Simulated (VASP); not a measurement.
A run of VASP 6.6.1 is set up as follows.

File INCAR:

```
PREC = Accurate
ENCUT = 520
EDIFF = 1E-6
ISMEAR = 0
SIGMA = 0.15
LREAL = False
LASPH = True
NELM = 80
ALGO = Normal
ISIF = 2
LWAVE = False
LCHARG = False
GGA = PE
NBANDS = 16
```

Contents of KPOINTS:

```
regular mesh
0
Gamma
  16 16 16
```

The input POSCAR:

```
InSb
1.0
    0.0000000000      3.1847279916      3.1847279916
    3.1847279916      0.0000000000      3.1847279916
    3.1847279916      3.1847279916      0.0000000000
In Sb
1 1
Direct
    0.0000000000      0.0000000000      0.0000000000
    0.7500000000      0.7500000000      0.7500000000
```

Potentials or basis: VASP PAW PBE potentials, release 64 (In_d, Sb).

Run with:

```console
$ cat potpaw_PBE.64/In_d/POTCAR potpaw_PBE.64/Sb/POTCAR > POTCAR
$ mpirun -np 1 vasp_std > vasp.out
```

Question: Estimate the pressure.

Answer: 6.0 GPa.

Caveat: the cell differs from its parent crystal (strain -0.040 along x and y, -0.040 along z).
